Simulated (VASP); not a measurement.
# AlAs (F-43m) in VASP: notebook

Runs on AlAs. Level: LDA. Tasks: single point.

Program: VASP 6.6.1. These are calculated values, not measurements. Logs are shortened: lines on timing, memory, paths and dates and some standing lists are left out, and cuts for length are marked.

### 1 The cell of the first run

The structure is cubic, space group F-43m (No. 216). Conventional cell: a = 5.661 Å, b = 5.661 Å, c = 5.661 Å, α = 90.00°, β = 90.00°, γ = 90.00°. Within 3.2 Å of Al (site symmetry -43m) lie 4 As at 2.45 Å. Within 3.2 Å of As (site symmetry -43m) lie 4 Al at 2.45 Å.

### 2 Single point, LDA

The input, INCAR:

```
SYSTEM = AlAs
PREC     = Accurate       ! precision mode
ENCUT    = 500            ! plane-wave cutoff, eV
EDIFF    = 1E-6           ! SCF threshold, eV
ISMEAR   = 0              ! smearing method
SIGMA    = 0.01           ! smearing width, eV
LREAL    = .FALSE.        ! projectors in reciprocal space
LASPH    = .TRUE.         ! aspherical terms in the spheres
NELM     = 120            ! most SCF steps
ALGO     = Normal         ! electronic algorithm
ISIF     = 2              ! what is computed and relaxed
LWAVE    = .FALSE.        ! write WAVECAR
LCHARG   = .FALSE.        ! write CHGCAR
GGA      = CA             ! functional
NBANDS   = 11             ! bands
GGA_COMPAT= .FALSE.
```

The input, KPOINTS:

```
Automatic mesh
0
G
  6 6 6
  0 0 0
```

The input, POSCAR:

```
AlAs
1.0
    4.0027900000      0.0000000000      0.0000000000
    2.0013950000      3.4665178260      0.0000000000
    2.0013950000      1.1555059420      3.2682643492
Al As
1 1
Direct
    0.0000000000      0.0000000000      0.0000000000
    0.2500000000      0.2500000000      0.2500000000
```

Potentials or basis: VASP PAW LDA potentials, release 64 (Al, As).

The run is started by

```console
$ cat potpaw_LDA.64/Al/POTCAR potpaw_LDA.64/As/POTCAR > POTCAR
$ mpirun -np 1 vasp_std > vasp.out
```

OUTCAR:

```text
SYSTEM = AlAs
   PREC = Accurate
   ENCUT = 500
   EDIFF = 1E-6
   ISMEAR = 0
   LREAL = .FALSE.
   LASPH = .TRUE.
   NELM = 120
   ISIF = 2
   GGA = CA

 ion  position               nearest neighbor table
   1  0.000  0.000  0.000-   2 2.45   2 2.45   2 2.45   2 2.45
   2  0.250  0.250  0.250-   1 2.45   1 2.45   1 2.45   1 2.45

  LATTYP: Found a face centered cubic cell.
 ALAT       =     5.6607999053

  Lattice vectors:

 A1 = (   4.0027900000,   0.0000000000,   0.0000000000)
 A2 = (   2.0013950000,   3.4665178260,   0.0000000000)
 A3 = (   2.0013950000,   1.1555059420,   3.2682643492)

Analysis of symmetry for initial positions (statically):
=====================================================================
 Subroutine PRICEL returns:
 Original cell was already a primitive cell.

 Routine SETGRP: Setting up the symmetry group for a
 face centered cubic supercell.

 Subroutine GETGRP returns: Found 24 space group operations
 (whereof 24 operations were pure point group operations)
 out of a pool of 48 trial point group operations.

The static configuration has the point symmetry T_d .

Analysis of symmetry for dynamics (positions and initial velocities):
=====================================================================
 Subroutine PRICEL returns:
 Original cell was already a primitive cell.

 Routine SETGRP: Setting up the symmetry group for a
 face centered cubic supercell.

 Subroutine GETGRP returns: Found 24 space group operations
 (whereof 24 operations were pure point group operations)
 out of a pool of 48 trial point group operations.

The dynamic configuration has the point symmetry T_d .

 Subroutine INISYM returns: Found 24 space group operations
 (whereof 24 operations are pure point group operations),
 and found     1 'primitive' translations

----------------------------------------------------------------------------------------

                                     Primitive cell

  volume of cell :      45.3496

  direct lattice vectors                    reciprocal lattice vectors
     4.002790000  0.000000000  0.000000000     0.249825747 -0.144236962 -0.101990934
     2.001395000  3.466517826  0.000000000     0.000000000  0.288473924 -0.101990934
     2.001395000  1.155505942  3.268264349     0.000000000  0.000000000  0.305972802

  length of vectors
     4.002790000  4.002790000  4.002790000     0.305972802  0.305972802  0.305972802

  position of ions in fractional coordinates (direct lattice)
     0.000000000  0.000000000  0.000000000
     0.250000000  0.250000000  0.250000000

  ion indices of the primitive-cell ions
   primitive index   ion index
                 1           1
                 2           2

----------------------------------------------------------------------------------------

 KPOINTS: Automatic mesh

Automatic generation of k-mesh.
 Grid dimensions read from file:
 generate k-points for:    6    6    6

 Generating k-lattice:

  Cartesian coordinates                     Fractional coordinates (reciprocal lattice)
     0.041637624 -0.024039494 -0.016998489     0.166666667 -0.000000000 -0.000000000
     0.000000000  0.048078987 -0.016998489     0.000000000  0.166666667  0.000000000
     0.000000000  0.000000000  0.050995467     0.000000000  0.000000000  0.166666667

  Length of vectors
     0.050995467  0.050995467  0.050995467

  Shift w.r.t. Gamma in fractional coordinates (k-lattice)
     0.000000000  0.000000000  0.000000000

 Subroutine IBZKPT returns following result:
 ===========================================

 Found     16 irreducible k-points:

 Following reciprocal coordinates:
            Coordinates               Weight
  0.000000  0.000000  0.000000      1.000000
  0.166667 -0.000000 -0.000000      8.000000
  0.333333 -0.000000  0.000000      8.000000
  0.500000 -0.000000  0.000000      4.000000
  0.166667  0.166667  0.000000      6.000000
  0.333333  0.166667  0.000000     24.000000
[... 8 lines left out ...]
 -0.333333  0.333333  0.166667     24.000000
 -0.333333  0.500000  0.166667     12.000000
   k-points           NKPTS =     16   k-points in BZ     NKDIM =     16   number of bands    NBANDS=     11
   number of dos      NEDOS =    301   number of ions     NIONS =      2
   total plane-waves  NPLWV =  27000
   dimension x,y,z NGX =    30 NGY =   30 NGZ =   30
   dimension x,y,z NGXF=    60 NGYF=   60 NGZF=   60
   ions per type =               1   1
   NGX,Y,Z   is equivalent  to a cutoff of  12.46, 12.46, 12.46 a.u.
   NGXF,Y,Z  is equivalent  to a cutoff of  24.92, 24.92, 24.92 a.u.
 SYSTEM =  AlAs
   PREC   = accura    normal or accurate (medium, high low for compatibility)
   ISTART =      0    job   : 0-new  1-cont  2-samecut
   ICHARG =      2    charge: 1-file 2-atom 10-const
   ISPIN  =      1    spin polarized calculation?
   LNONCOLLINEAR =      F non collinear calculations
   LSORBIT =      F    spin-orbit coupling
   LASPH  =      T    aspherical Exc in radial PAW
   ENCUT  =  500.0 eV  36.75 Ry    6.06 a.u.   7.30  7.30  7.30*2*pi/ulx,y,z
   NELM   =    120;   NELMIN=  2; NELMDL= -5     # of ELM steps
   EDIFF  = 0.1E-05   stopping-criterion for ELM
   LREAL  =      F    real-space projection
   EDIFFG = 0.1E-04   stopping-criterion for IOM
   NSW    =      0    number of steps for IOM
   IBRION =     -1    ionic relax: 0-MD 1-quasi-New 2-CG
   NFREE  =      0    steps in history (QN), initial steepest desc. (CG)
   ISIF   =      2    stress and relaxation
   ISYM   =      2    0-nonsym 1-usesym 2-fastsym
   POTIM  = 0.5000    time-step for ionic-motion
   TEBEG  =    0.0;   TEEND  =   0.0 temperature during run
   PSTRESS=    0.0 pullay stress
   NELECT =       8.0000    total number of electrons
   NUPDOWN=      -1.0000    fix difference up-down
   EMIN   =  10.00;   EMAX   =-10.00  energy-range for DOS
   EFERMI =   0.00;   METHOD = LEGACY
   ISMEAR =     0;   SIGMA  =   0.01  broadening in eV -4-tet -1-fermi 0-gaus
   EFERMI_NEDOS =   21; number of points for ismear=-14 and -15
   IALGO  =     38    algorithm
   IMIX   =      4    mixing-type and parameters
     AMIX     =   0.40;   BMIX     =  1.00
     AMIX_MAG =   1.60;   BMIX_MAG =  1.00
  volume/ion in A,a.u.               =      22.67       153.02
  Fermi-wavevector in a.u.,A,eV,Ry     =   0.918150  1.735052 11.469706  0.843000
  Thomas-Fermi vector in A             =   2.043199
   LORBIT       =      0    0 simple, 1 ext, 2 COOP (PROOUT), +10 PAW based schemes
   GGA     = CA    functional components
   LHFCALC =     F    Hartree Fock is set to
   AEXX    =    0.0000 exact exchange contribution
   IVDW    =     0    specifies the selected vdW correction
   LEPSILON=     F    determine dielectric tensor
   LRPA    =     F    only Hartree local field effects (RPA)
 non-spin polarized calculation
 Gauss-broadening in eV      SIGMA  =   0.01
  energy-cutoff  :      500.00
  volume of cell :       45.35
 maximum number of plane-waves:      1167
 NGX is ok and might be reduce to    30
   NGX = 15   NGY = 15   NGZ = 15

 number of electron       8.0000000 magnetization

 Free energy of the ion-electron system (eV)
  ---------------------------------------------------
  ext. energy  EPLUGINS =         0.00000000
  ---------------------------------------------------
  free energy    TOTEN  =       -10.50122623 eV

  energy without entropy =      -10.50122623  energy(sigma->0) =      -10.50122623

 E-fermi :   3.9000     XC(G=0):  -9.2773

 val. band max:        3.7878254229   @ k =   0.0000   0.0000   0.0000
 cond. band min:       5.1211030870   @ k =   0.5000   0.5000  -0.0000
 fundamental gap:      1.3332776641
 Fermi energy:         3.8999522164

 k-point     1 :       0.0000    0.0000    0.0000
  band No.  band energies     occupation
      1      -8.1069      2.00000
      2       3.7878      2.00000
      3       3.7878      2.00000
      4       3.7878      2.00000
      5       5.6688      0.00000
      6       8.0290      0.00000
      7       8.0290      0.00000
      8       8.0290      0.00000
      9      12.4095      0.00000
     10      12.8175      0.00000
     11      12.8175      0.00000

 k-point     2 :       0.1667   -0.0000   -0.0000
  band No.  band energies     occupation
      1      -7.8392      2.00000
      2       1.6590      2.00000
      3       3.5241      2.00000
      4       3.5241      2.00000
      5       6.4877      0.00000
      6       8.4636      0.00000
      7       8.4636      0.00000
      8       8.8832      0.00000
      9      12.0006      0.00000
     10      12.0006      0.00000
     11      13.3191      0.00000

 k-point     3 :       0.3333   -0.0000    0.0000
  band No.  band energies     occupation
      1      -7.1620      2.00000
      2      -0.7351      2.00000
      3       3.1238      2.00000
      4       3.1238      2.00000
      5       6.0346      0.00000
      6       8.6008      0.00000
      7       8.6008      0.00000
      8      11.1419      0.00000
      9      12.7962      0.00000
     10      12.7962      0.00000
     11      12.9645      0.00000

 k-point     4 :       0.5000   -0.0000    0.0000
  band No.  band energies     occupation
      1      -6.6906      2.00000
      2      -1.8117      2.00000
      3       2.9625      2.00000
      4       2.9625      2.00000
      5       5.8064      0.00000
      6       8.4192      0.00000
      7       8.4192      0.00000
      8      11.3675      0.00000
      9      14.7670      0.00000
     10      15.2734      0.00000
     11      15.2734      0.00000
[... 127 lines left out ...]
 k-point    14 :       0.5000    0.3333    0.1667
  band No.  band energies     occupation
      1      -6.6384      2.00000
      2      -0.8765      2.00000
      3       1.0458      2.00000
      4       2.1299      2.00000
      5       7.3743      0.00000
      6       8.2470      0.00000
      7       8.8568      0.00000
      8      11.6295      0.00000
      9      12.9759      0.00000
     10      14.3868      0.00000
     11      16.6836      0.00000

 k-point    15 :      -0.3333    0.3333    0.1667
  band No.  band energies     occupation
      1      -6.2798      2.00000
      2      -1.3556      2.00000
      3       0.5884      2.00000
      4       1.7472      2.00000
      5       7.6404      0.00000
      6       8.2832      0.00000
      7      10.4124      0.00000
      8      11.1061      0.00000
      9      12.0575      0.00000
     10      15.1737      0.00000
     11      16.5035      0.00000

 k-point    16 :      -0.3333    0.5000    0.1667
  band No.  band energies     occupation
      1      -6.1203      2.00000
      2      -1.4228      2.00000
      3       0.8297      2.00000
      4       1.0792      2.00000
      5       6.8722      0.00000
      6       7.8161      0.00000
      7      10.8186      0.00000
      8      11.5235      0.00000
      9      14.2516      0.00000
     10      16.0318      0.00000
     11      16.2485      0.00000

------------------------ aborting loop because EDIFF is reached ----------------------------------------

  FORCE on cell =-STRESS in cart. coord.  units (eV):
  Direction    XX          YY          ZZ          XY          YZ          ZX
  --------------------------------------------------------------------------------------
  -------------------------------------------------------------------------------------
  Total       -0.2517262     -0.2517262     -0.2517262      0.0000000      0.0000000      0.0000000
  in kB       -8.8933552     -8.8933552     -8.8933552      0.0000000      0.0000000      0.0000000
  external PRESSURE =      -8.8933552 kB  Pullay stress =       0.0000000 kB

 VOLUME and BASIS-vectors are now :
 -----------------------------------------------------------------------------
  energy-cutoff  :      500.00
  volume of cell :       45.35
      direct lattice vectors                 reciprocal lattice vectors
     4.002790000  0.000000000  0.000000000     0.249825747 -0.144236962 -0.101990934
     2.001395000  3.466517826  0.000000000     0.000000000  0.288473924 -0.101990934
     2.001395000  1.155505942  3.268264349     0.000000000  0.000000000  0.305972802

 POSITION                                       TOTAL-FORCE (eV/Angst)
 -----------------------------------------------------------------------------------
      0.00000      0.00000      0.00000        -0.000000     -0.000000     -0.000000
      2.00140      1.15551      0.81707         0.000000      0.000000      0.000000
 -----------------------------------------------------------------------------------
    total drift:                               -0.000000     -0.000000     -0.000000

  FREE ENERGIE OF THE ION-ELECTRON SYSTEM (eV)
  ---------------------------------------------------
  free  energy   TOTEN  =       -10.5012262326 eV

  energy  without entropy=      -10.5012262326  energy(sigma->0) =      -10.50122623
```

Wall time 3.5 s (1 thread of Intel Xeon 6975P-C (Granite Rapids), shared host); peak memory 0.14 GiB.

Results:

```
Free energy            : -10.5012 eV
Pressure               : -0.9 GPa
Band gap on the k mesh : 1.33 eV, indirect (least direct gap 1.88 eV)
```

Levels at points of the mesh, in eV from the valence-band top:
```
           k point  band 1  band 2  band 3  band 4  band 5  band 6  band 7  band 8
(0.00, 0.00, 0.00)  -11.89    0.00    0.00    0.00    1.88    4.24    4.24    4.24
(0.50, 0.00, 0.00)  -10.48   -5.60   -0.83   -0.83    2.02    4.63    4.63    7.58
(0.50, 0.50, 0.00)   -9.93   -5.45   -2.18   -2.18    1.33    2.19   10.20   10.20
```

A k mesh can miss the band edges. A hybrid or GW would open this gap; LDA tends to underestimate it.

### 3 Single point, LDA

The input, INCAR:

```
PREC     = Accurate       # precision mode
ENCUT    = 500            # plane-wave cutoff, eV
EDIFF    = 1E-6           # SCF threshold, eV
ISMEAR   = 0              # smearing method
SIGMA    = 0.01           # smearing width, eV
LREAL    = F              # projectors in reciprocal space
LASPH    = T              # aspherical terms in the spheres
NELM     = 120            # most SCF steps
ALGO     = Normal         # electronic algorithm
ISIF     = 2              # what is computed and relaxed
LWAVE    = F              # write WAVECAR
LCHARG   = F              # write CHGCAR
GGA      = CA             # functional
NBANDS   = 11             # bands
GGA_COMPAT= F
```

The input, KPOINTS:

```
regular mesh
0
Gamma
  6 6 6
```

POSCAR is that of step 2.

Potentials or basis: VASP PAW LDA potentials, release 64 (Al, As).

The run is started by

```console
$ cat potpaw_LDA.64/Al/POTCAR potpaw_LDA.64/As/POTCAR > POTCAR
$ mpirun -np 1 vasp_std > vasp.out
```

Wall time 3.4 s (1 thread of Intel Xeon 6975P-C (Granite Rapids), shared host); peak memory 0.14 GiB.

Results (log left out):

* Free energy: -10.5012 eV
* Pressure: -0.9 GPa
* Band gap on the k mesh: 1.33 eV, indirect (least direct gap 1.88 eV)

Levels at points of the mesh, in eV from the valence-band top:
| k point | band 2 | band 3 | band 4 | band 5 | band 6 | band 7 |
| --- | --- | --- | --- | --- | --- | --- |
| (0.00, 0.00, 0.00) | 0.00 | 0.00 | 0.00 | 1.88 | 4.24 | 4.24 |
| (0.50, 0.00, 0.00) | -5.60 | -0.83 | -0.83 | 2.02 | 4.63 | 4.63 |
| (0.50, 0.50, 0.00) | -5.45 | -2.18 | -2.18 | 1.33 | 2.19 | 10.20 |
